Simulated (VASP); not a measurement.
# BiTe (Fm-3m) in VASP: further runs

BiTe is run at these levels: r2SCAN; tasks: electric field gradients.

All numbers are computed with VASP 6.6.1; they aren't measurements. Logs are shortened: lines on timing, memory, paths and dates and some standing lists are left out, and cuts for length are marked.

**1. The cell of the first run**

The structure is cubic, space group Fm-3m (No. 225). Conventional cell: a = 6.396 Å, b = 6.396 Å, c = 6.396 Å, α = 90.00°, β = 90.00°, γ = 90.00°. Within 4.2 Å of Bi (site symmetry m-3m) lie 6 Te at 3.20 Å. Te (site symmetry m-3m) has 6 Bi at 3.20 Å within 4.2 Å.

**2. Electric field gradients, r2SCAN (32.71 Å³/atom)**

POSCAR

```
BiTe
1.0
    0.0000000000      3.1981643964      3.1981643964
    3.1981643964      0.0000000000      3.1981643964
    3.1981643964      3.1981643964      0.0000000000
Bi Te
1 1
Direct
    0.0000000000      0.0000000000      0.0000000000
    0.5000000000      0.5000000000      0.5000000000
```

INCAR.step1

```
SYSTEM = BiTe
ALGO = Normal
EDIFF = 1E-4
ENCUT = 520
GGA = PE
ISMEAR = -1
LASPH = .TRUE.
LCHARG = .FALSE.
LREAL = .FALSE.
LWAVE = .TRUE.
NBANDS = 18
NELM = 60
PREC = Accurate
SIGMA = 0.05
```

INCAR.step2

```
SYSTEM = BiTe
ALGO = Normal
EDIFF = 1E-8
ENCUT = 520
ISIF = 2
ISMEAR = -1
ISTART = 1
LASPH = .TRUE.
LCHARG = .FALSE.
LEFG = .TRUE.
LMIXTAU = .TRUE.
LREAL = .FALSE.
LWAVE = .FALSE.
METAGGA = R2SCAN
NBANDS = 18
NELM = 60
PREC = Accurate
SIGMA = 0.05
```

KPOINTS

```
k-points
0
G
  10 10 10
  0 0 0
```

Potentials or basis: VASP PAW PBE potentials, release 64 (Bi_d, Te).

Command:

```console
> cat potpaw_PBE.64/Bi_d/POTCAR potpaw_PBE.64/Te/POTCAR > POTCAR
> cp INCAR.step1 INCAR
> mpirun -np 1 vasp_std > vasp.out
> cp INCAR.step2 INCAR
> mpirun -np 1 vasp_std > vasp.out
```

OUTCAR:

```text
SYSTEM = BiTe
   EDIFF = 1E-8
   ENCUT = 520
   ISIF = 2
   ISMEAR = -1
   ISTART = 1
   LASPH = .TRUE.
   LREAL = .FALSE.
   METAGGA = R2SCAN
   NELM = 60
   PREC = Accurate

 ion  position               nearest neighbor table
   1  0.000  0.000  0.000-   2 3.20   2 3.20   2 3.20   2 3.20   2 3.20   2 3.20
   2  0.500  0.500  0.500-   1 3.20   1 3.20   1 3.20   1 3.20   1 3.20   1 3.20

  LATTYP: Found a face centered cubic cell.
 ALAT       =     6.3963287928

  Lattice vectors:

 A1 = (   0.0000000000,   3.1981643964,   3.1981643964)
 A2 = (   3.1981643964,   0.0000000000,   3.1981643964)
 A3 = (   3.1981643964,   3.1981643964,   0.0000000000)

Analysis of symmetry for initial positions (statically):
=====================================================================
 Subroutine PRICEL returns:
 Original cell was already a primitive cell.

 Routine SETGRP: Setting up the symmetry group for a
 face centered cubic supercell.

 Subroutine GETGRP returns: Found 48 space group operations
 (whereof 48 operations were pure point group operations)
 out of a pool of 48 trial point group operations.

The static configuration has the point symmetry O_h .

Analysis of symmetry for dynamics (positions and initial velocities):
=====================================================================
 Subroutine PRICEL returns:
 Original cell was already a primitive cell.

 Routine SETGRP: Setting up the symmetry group for a
 face centered cubic supercell.

 Subroutine GETGRP returns: Found 48 space group operations
 (whereof 48 operations were pure point group operations)
 out of a pool of 48 trial point group operations.

The dynamic configuration has the point symmetry O_h .

 Subroutine INISYM returns: Found 48 space group operations
 (whereof 48 operations are pure point group operations),
 and found     1 'primitive' translations

----------------------------------------------------------------------------------------

                                     Primitive cell

  volume of cell :      65.4233

  direct lattice vectors                    reciprocal lattice vectors
     0.000000000  3.198164396  3.198164396    -0.156339681  0.156339681  0.156339681
     3.198164396  0.000000000  3.198164396     0.156339681 -0.156339681  0.156339681
     3.198164396  3.198164396  0.000000000     0.156339681  0.156339681 -0.156339681

  length of vectors
     4.522887464  4.522887464  4.522887464     0.270788270  0.270788270  0.270788270

  position of ions in fractional coordinates (direct lattice)
     0.000000000  0.000000000  0.000000000
     0.500000000  0.500000000  0.500000000

  ion indices of the primitive-cell ions
   primitive index   ion index
                 1           1
                 2           2

----------------------------------------------------------------------------------------

 KPOINTS: k-points

Automatic generation of k-mesh.
 Grid dimensions read from file:
 generate k-points for:   10   10   10

 Generating k-lattice:

  Cartesian coordinates                     Fractional coordinates (reciprocal lattice)
    -0.015633968  0.015633968  0.015633968     0.100000000  0.000000000  0.000000000
     0.015633968 -0.015633968  0.015633968     0.000000000  0.100000000  0.000000000
     0.015633968  0.015633968 -0.015633968     0.000000000  0.000000000  0.100000000

  Length of vectors
     0.027078827  0.027078827  0.027078827

  Shift w.r.t. Gamma in fractional coordinates (k-lattice)
     0.000000000  0.000000000  0.000000000

 Subroutine IBZKPT returns following result:
 ===========================================

 Found     47 irreducible k-points:

 Following reciprocal coordinates:
            Coordinates               Weight
  0.000000  0.000000  0.000000      1.000000
  0.100000  0.000000  0.000000      8.000000
  0.200000  0.000000  0.000000      8.000000
  0.300000  0.000000  0.000000      8.000000
  0.400000  0.000000  0.000000      8.000000
  0.500000  0.000000  0.000000      4.000000
[... 16 lines left out ...]
  0.300000  0.300000  0.000000      6.000000
  0.400000  0.300000  0.000000     24.000000
 [... further k-points ...]
   k-points           NKPTS =     47   k-points in BZ     NKDIM =     47   number of bands    NBANDS=     18
   number of dos      NEDOS =    301   number of ions     NIONS =      2
   total plane-waves  NPLWV =  46656
   dimension x,y,z NGX =    36 NGY =   36 NGZ =   36
   dimension x,y,z NGXF=    72 NGYF=   72 NGZF=   72
   ions per type =               1   1
   NGX,Y,Z   is equivalent  to a cutoff of  13.23, 13.23, 13.23 a.u.
   NGXF,Y,Z  is equivalent  to a cutoff of  26.46, 26.46, 26.46 a.u.
 SYSTEM =  BiTe
   PREC   = accura    normal or accurate (medium, high low for compatibility)
   ISTART =      1    job   : 0-new  1-cont  2-samecut
   ICHARG =      0    charge: 1-file 2-atom 10-const
   ISPIN  =      1    spin polarized calculation?
   LNONCOLLINEAR =      F non collinear calculations
   LSORBIT =      F    spin-orbit coupling
   LASPH  =      T    aspherical Exc in radial PAW
   ENCUT  =  520.0 eV  38.22 Ry    6.18 a.u.   8.41  8.41  8.41*2*pi/ulx,y,z
   NELM   =     60;   NELMIN=  2; NELMDL=  0     # of ELM steps
   EDIFF  = 0.1E-07   stopping-criterion for ELM
   LREAL  =      F    real-space projection
   EDIFFG = 0.1E-06   stopping-criterion for IOM
   NSW    =      0    number of steps for IOM
   IBRION =     -1    ionic relax: 0-MD 1-quasi-New 2-CG
   NFREE  =      0    steps in history (QN), initial steepest desc. (CG)
   ISIF   =      2    stress and relaxation
   ISYM   =      2    0-nonsym 1-usesym 2-fastsym
   POTIM  = 0.5000    time-step for ionic-motion
   TEBEG  =    0.0;   TEEND  =   0.0 temperature during run
   PSTRESS=    0.0 pullay stress
   NELECT =      21.0000    total number of electrons
   NUPDOWN=      -1.0000    fix difference up-down
   EMIN   =  10.00;   EMAX   =-10.00  energy-range for DOS
   EFERMI =   0.00;   METHOD = LEGACY
   ISMEAR =    -1;   SIGMA  =   0.05  broadening in eV -4-tet -1-fermi 0-gaus
   EFERMI_NEDOS =   21; number of points for ismear=-14 and -15
   IALGO  =     38    algorithm
   IMIX   =      4    mixing-type and parameters
     AMIX     =   0.40;   BMIX     =  1.00
     AMIX_MAG =   1.60;   BMIX_MAG =  1.00
  volume/ion in A,a.u.               =      32.71       220.75
  Fermi-wavevector in a.u.,A,eV,Ry     =   1.120909  2.118211 17.094873  1.256438
  Thomas-Fermi vector in A             =   2.257559
   LORBIT       =      0    0 simple, 1 ext, 2 COOP (PROOUT), +10 PAW based schemes
   METAGGA = R2SCAN    functional components
   LHFCALC =     F    Hartree Fock is set to
   AEXX    =    0.0000 exact exchange contribution
   IVDW    =     0    specifies the selected vdW correction
   LEPSILON=     F    determine dielectric tensor
   LRPA    =     F    only Hartree local field effects (RPA)
 non-spin polarized calculation
  energy-cutoff  :      520.00
  volume of cell :       65.42
 maximum number of plane-waves:      1807
 NGX is ok and might be reduce to    36
   NGX = 17   NGY = 17   NGZ = 17

 number of electron      21.0000004 magnetization

 Free energy of the ion-electron system (eV)
  ---------------------------------------------------
  ext. energy  EPLUGINS =         0.00000000
  ---------------------------------------------------
  free energy    TOTEN  =       -84.01929709 eV

  energy without entropy =      -84.00693228  energy(sigma->0) =      -84.01311469

 E-fermi :   7.0581     XC(G=0): -10.1668

 val. band max:        7.0528962221   @ k =  -0.3000   0.2000   0.0000
 cond. band min:       7.1028935804   @ k =  -0.2000   0.1000   0.0000
 fundamental gap:      0.0499973583
 Fermi energy:         7.0580715141

 k-point     1 :       0.0000    0.0000    0.0000
  band No.  band energies     occupation
      1     -16.8968      2.00000
      2     -16.8968      2.00000
      3     -16.8890      2.00000
      4     -16.8890      2.00000
      5     -16.8890      2.00000
      6      -7.3849      2.00000
[... 10 lines left out ...]
     17      13.9609      0.00000
     18      13.9714      0.00000

 k-point     2 :       0.1000    0.0000    0.0000
  band No.  band energies     occupation
      1     -16.8972      2.00000
      2     -16.8972      2.00000
      3     -16.8887      2.00000
      4     -16.8883      2.00000
      5     -16.8883      2.00000
      6      -7.2861      2.00000
[... 10 lines left out ...]
     17      14.5717      0.00000
     18      14.5877      0.00000
[... 442 lines left out ...]
 k-point    24 :       0.4000    0.3000    0.0000
  band No.  band energies     occupation
      1     -16.9119      2.00000
      2     -16.8932      2.00000
      3     -16.8916      2.00000
      4     -16.8791      2.00000
      5     -16.8787      2.00000
      6      -5.9140      2.00000
[... 10 lines left out ...]
     17      16.5183      0.00000
     18      16.5935      0.00000

 [... further k-points ...]
[... 5 lines left out ...]
  --------------------------------------------------------------------------------------
  -------------------------------------------------------------------------------------
  Total        0.7618572      0.7618572      0.7618572      0.0000000      0.0000000      0.0000000
  in kB       18.6574284     18.6574284     18.6574284      0.0000000      0.0000000      0.0000000
  external PRESSURE =      18.6574284 kB  Pullay stress =       0.0000000 kB

 VOLUME and BASIS-vectors are now :
 -----------------------------------------------------------------------------
  energy-cutoff  :      520.00
  volume of cell :       65.42
      direct lattice vectors                 reciprocal lattice vectors
     0.000000000  3.198164396  3.198164396    -0.156339681  0.156339681  0.156339681
     3.198164396  0.000000000  3.198164396     0.156339681 -0.156339681  0.156339681
     3.198164396  3.198164396  0.000000000     0.156339681  0.156339681 -0.156339681

 POSITION                                       TOTAL-FORCE (eV/Angst)
 -----------------------------------------------------------------------------------
      0.00000      0.00000      0.00000        -0.000000      0.000000     -0.000000
      3.19816      3.19816      3.19816         0.000000      0.000000      0.000000
 -----------------------------------------------------------------------------------
    total drift:                               -0.000000      0.000000      0.000000

  FREE ENERGIE OF THE ION-ELECTRON SYSTEM (eV)
  ---------------------------------------------------
  free  energy   TOTEN  =       -84.0192970944 eV

  energy  without entropy=      -84.0069322818  energy(sigma->0) =      -84.01311469

 Electric field gradients (V/A^2)
---------------------------------------------------------------------
 ion       V_xx      V_yy      V_zz      V_xy      V_xz      V_yz
---------------------------------------------------------------------
   1      -0.000    -0.000    -0.000    -0.001    -0.001    -0.001
   2      -0.000     0.000    -0.000    -0.000    -0.000    -0.000
---------------------------------------------------------------------

 Electric field gradients after diagonalization (V/A^2)
 (convention: |V_zz| > |V_xx| > |V_yy|)
----------------------------------------------------------------------
 ion       V_xx      V_yy      V_zz     asymmetry (V_yy - V_xx)/ V_zz
----------------------------------------------------------------------
   1       0.001     0.001    -0.002       0.000
   2       0.000     0.000    -0.000       0.000
----------------------------------------------------------------------

           NMR quadrupolar parameters

 Cq : quadrupolar parameter    Cq=e*Q*V_zz/h
 eta: asymmetry parameters     (V_yy - V_xx)/ V_zz
 Q  : nuclear electric quadrupole moment in mb (millibarn)
----------------------------------------------------------------------
 ion       Cq(MHz)       eta       Q (mb)
----------------------------------------------------------------------
   1      -0.000       0.000       1.000
   2      -0.000       0.000       1.000
----------------------------------------------------------------------
```

Wall time 3 min (1 thread of Intel Xeon Platinum 8488C (Sapphire Rapids), shared host); peak memory 0.24 GiB.

Results:

| Property | Result |
| --- | --- |
| Free energy | -84.0193 eV |
| Pressure | 1.9 GPa |
| Band gap on the k mesh | zero (an odd number of electrons rules out a gap without spin polarisation) |
| Largest electric field gradient by atom | zero within the noise of the run |

Caveat: the PAW data sets were made with another functional, which shifts forces and pressure a little; spin-orbit coupling is left out, which moves the levels of the heavy elements.

**3. Electric field gradients, r2SCAN (32.71 Å³/atom)**

POSCAR is that of step 2.

INCAR.step1

```
PREC = Accurate
ENCUT = 520
ISMEAR = -1
SIGMA = 0.05
LREAL = False
LASPH = True
NELM = 80
NBANDS = 18
GGA = PE
ALGO = Normal
EDIFF = 1E-4
LWAVE = True
LCHARG = False
```

INCAR.step2

```
PREC = Accurate
ENCUT = 520
EDIFF = 1E-8
ISMEAR = -1
SIGMA = 0.05
LREAL = False
LASPH = True
NELM = 80
ALGO = Normal
ISIF = 2
LWAVE = False
LCHARG = False
METAGGA = R2SCAN
LMIXTAU = True
LEFG = True
NBANDS = 18
ISTART = 1
```

KPOINTS

```
regular mesh
0
Gamma
  10 10 10
```

Potentials or basis: VASP PAW PBE potentials, release 64 (Bi_d, Te).

Command:

```console
> cat potpaw_PBE.64/Bi_d/POTCAR potpaw_PBE.64/Te/POTCAR > POTCAR
> cp INCAR.step1 INCAR
> mpirun -np 1 vasp_std > vasp.out
> cp INCAR.step2 INCAR
> mpirun -np 1 vasp_std > vasp.out
```

OUTCAR:

```text
PREC = Accurate
   ENCUT = 520
   EDIFF = 1E-8
   ISMEAR = -1
   LREAL = False
   LASPH = True
   NELM = 80
   ISIF = 2
   METAGGA = R2SCAN
   ISTART = 1

 ion  position               nearest neighbor table
   1  0.000  0.000  0.000-   2 3.20   2 3.20   2 3.20   2 3.20   2 3.20   2 3.20
   2  0.500  0.500  0.500-   1 3.20   1 3.20   1 3.20   1 3.20   1 3.20   1 3.20

  LATTYP: Found a face centered cubic cell.
 ALAT       =     6.3963287928

  Lattice vectors:

 A1 = (   0.0000000000,   3.1981643964,   3.1981643964)
 A2 = (   3.1981643964,   0.0000000000,   3.1981643964)
 A3 = (   3.1981643964,   3.1981643964,   0.0000000000)

Analysis of symmetry for initial positions (statically):
=====================================================================
 Subroutine PRICEL returns:
 Original cell was already a primitive cell.

 Routine SETGRP: Setting up the symmetry group for a
 face centered cubic supercell.

 Subroutine GETGRP returns: Found 48 space group operations
[... 693 lines left out ...]
     0.000000000  3.198164396  3.198164396    -0.156339681  0.156339681  0.156339681
     3.198164396  0.000000000  3.198164396     0.156339681 -0.156339681  0.156339681
     3.198164396  3.198164396  0.000000000     0.156339681  0.156339681 -0.156339681

 POSITION                                       TOTAL-FORCE (eV/Angst)
 -----------------------------------------------------------------------------------
      0.00000      0.00000      0.00000        -0.000000      0.000000     -0.000000
      3.19816      3.19816      3.19816         0.000000      0.000000      0.000000
 -----------------------------------------------------------------------------------
    total drift:                               -0.000000      0.000000      0.000000

  FREE ENERGIE OF THE ION-ELECTRON SYSTEM (eV)
  ---------------------------------------------------
  free  energy   TOTEN  =       -84.0192970944 eV

  energy  without entropy=      -84.0069322818  energy(sigma->0) =      -84.01311469

 Electric field gradients (V/A^2)
---------------------------------------------------------------------
 ion       V_xx      V_yy      V_zz      V_xy      V_xz      V_yz
---------------------------------------------------------------------
   1      -0.000    -0.000    -0.000    -0.001    -0.001    -0.001
   2      -0.000     0.000    -0.000    -0.000    -0.000    -0.000
---------------------------------------------------------------------

 Electric field gradients after diagonalization (V/A^2)
 (convention: |V_zz| > |V_xx| > |V_yy|)
----------------------------------------------------------------------
 ion       V_xx      V_yy      V_zz     asymmetry (V_yy - V_xx)/ V_zz
----------------------------------------------------------------------
   1       0.001     0.001    -0.002       0.000
   2       0.000     0.000    -0.000       0.000
----------------------------------------------------------------------

           NMR quadrupolar parameters

 Cq : quadrupolar parameter    Cq=e*Q*V_zz/h
 eta: asymmetry parameters     (V_yy - V_xx)/ V_zz
 Q  : nuclear electric quadrupole moment in mb (millibarn)
----------------------------------------------------------------------
 ion       Cq(MHz)       eta       Q (mb)
----------------------------------------------------------------------
   1      -0.000       0.000       1.000
   2      -0.000       0.000       1.000
----------------------------------------------------------------------
```

It took 3.5 min on 1 thread of Intel Xeon Platinum 8488C (Sapphire Rapids), shared host; peak memory 0.24 GiB.

What came out:

```
Free energy                             : -84.0193 eV
Pressure                                : 1.9 GPa
Band gap on the k mesh                  : zero (an odd number of electrons rules out a gap without spin polarisation)
Largest electric field gradient by atom : zero within the noise of the run
```

Levels at points of the mesh, in eV from the Fermi level:
```tsv
k point	band 8	band 9	band 10	band 11	band 12	band 13
(0.00, 0.00, 0.00)	-2.93	-2.93	-2.93	2.29	2.29	2.29
(0.50, 0.00, 0.00)	-2.22	-2.22	-1.65	-0.78	-0.78	-0.74
(0.50, 0.50, 0.00)	-6.25	-4.50	-4.50	2.35	3.91	3.91
```

Caveat: the PAW data sets were made with another functional, which shifts forces and pressure a little; spin-orbit coupling is left out, which moves the levels of the heavy elements.
